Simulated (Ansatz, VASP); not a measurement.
Two plane-wave programs on BaTiO3

```
Ba Ti O
1.0
     3.98550    0.00000    0.00000
     0.00000    2.83690    2.84515
     0.00000   -2.83690    2.84515
Ba Ti O
1 1 3
Direct
  0.00000 0.00000 0.00000
  0.50000 0.51240 0.51240
  0.00000 0.48740 0.48740
  0.50000 0.50524 0.99184
  0.50000 0.99184 0.50524
```

Alike in both runs: task single point; functional r2SCAN; k mesh 6 × 6 × 6; occupations methfessel-paxton of order 1, width 0.01 eV; no spin polarisation; Hubbard terms Ti d U = 4.5 eV.

|  | VASP | Ansatz |
| --- | --- | --- |
| version | VASP 6.6.1 | Ansatz 0.2.0 |
| potentials or method | VASP PAW PBE potentials, release 64 (Ba_sv, Ti_sv, O), cutoff 520 eV | plane waves, PAW |
| valence electrons in the cell | 40 | 40 |

|  | VASP | Ansatz | Ansatz less VASP |
| --- | --- | --- | --- |
| gap on the k mesh at the Fermi level (eV) | 2.83 | 2.84 | +0.004 |

VASP's potentials were made for PBE, not for r2SCAN. The programs project onto different local orbitals, so the same U acts differently, and such runs can settle in different states.

Spin-orbit coupling is off throughout.
